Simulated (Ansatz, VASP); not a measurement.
## C in VASP and in Ansatz

INCAR

```
PREC = Accurate ; ENCUT = 520
EDIFF = 1E-6 ; ISMEAR = 0
SIGMA = 0.05 ; LREAL = False
LASPH = True ; NELM = 60
ALGO = Normal ; ISIF = 2
LWAVE = False ; LCHARG = False
GGA = PE ; NBANDS = 36
```

File KPOINTS:

```
regular mesh
0
Gamma
  12 12 2
```

The input POSCAR:

```
C
1.0
    2.3882000000      0.0000000000      0.0000000000
   -1.1941000000      2.0682418693      0.0000000000
    0.0000000000      0.0000000000     13.0506000000
C
12
Direct
    0.0000000000      0.0000000000      0.1868593266
    0.0000000000      0.0000000000      0.6868593266
    0.0000000000      0.0000000000      0.3131406734
    0.0000000000      0.0000000000      0.8131406734
    0.3333333333      0.6666666667      0.5207665411
    0.6666666667      0.3333333333      0.0207665411
    0.3333333333      0.6666666667      0.9792334589
    0.6666666667      0.3333333333      0.4792334589
    0.3333333333      0.6666666667      0.6450950823
    0.6666666667      0.3333333333      0.1450950823
    0.3333333333      0.6666666667      0.8549049177
    0.6666666667      0.3333333333      0.3549049177
```

Input for Ansatz:

```yaml
crystal:
  lattice:
    - [2.3882, 0.0, 0.0]
    - [-1.1941, 2.0682418693, 0.0]
    - [0.0, 0.0, 13.0506]
  atoms:
    - { symbol: C, position: [0.0, 0.0, 0.1868593266] }
    - { symbol: C, position: [0.0, 0.0, 0.6868593266] }
    - { symbol: C, position: [0.0, 0.0, 0.3131406734] }
    - { symbol: C, position: [0.0, 0.0, 0.8131406734] }
    - { symbol: C, position: [0.3333333333, 0.6666666667, 0.5207665411] }
    - { symbol: C, position: [0.6666666667, 0.3333333333, 0.0207665411] }
    - { symbol: C, position: [0.3333333333, 0.6666666667, 0.9792334589] }
    - { symbol: C, position: [0.6666666667, 0.3333333333, 0.4792334589] }
    - { symbol: C, position: [0.3333333333, 0.6666666667, 0.6450950823] }
    - { symbol: C, position: [0.6666666667, 0.3333333333, 0.1450950823] }
    - { symbol: C, position: [0.3333333333, 0.6666666667, 0.8549049177] }
    - { symbol: C, position: [0.6666666667, 0.3333333333, 0.3549049177] }
basis:
  ecutwfc: 520.0
kpoints:
  mp_grid: { grid: [12, 12, 2] }
hamiltonian:
  xc: pbe
  pseudopotentials: { kind: paw, azcp: { folder: soft_1 } }
scf:
  occupations: { method: gaussian, width: 0.05 }
output:
  forces: true
  stress: true
  eigenvalues: true
```

Alike in both runs: task single point; functional PBE; k mesh 12 × 12 × 2; occupations gaussian, width 0.05 eV; no spin polarisation.

|  | VASP | Ansatz |
| --- | --- | --- |
| version | VASP 6.6.1 | Ansatz 0.2.0 |
| potentials or method | VASP PAW PBE potentials, release 64 (C), cutoff 520 eV | scalar-relativistic, plane waves, PAW |
| valence electrons in the cell | 48 | 48 |

|  | VASP | Ansatz | Ansatz less VASP |
| --- | --- | --- | --- |
| gap on the k mesh at the Fermi level (eV) | 2.81 | 2.82 | +0.003 |
| least direct gap on the mesh (eV) | 2.81 | 2.82 | +0.003 |
| rms of the force components (eV/Å) | 0.069 | 0.054 | -0.0152 |

Atom by atom the forces differ by 0.019 eV/Å (rms over components).
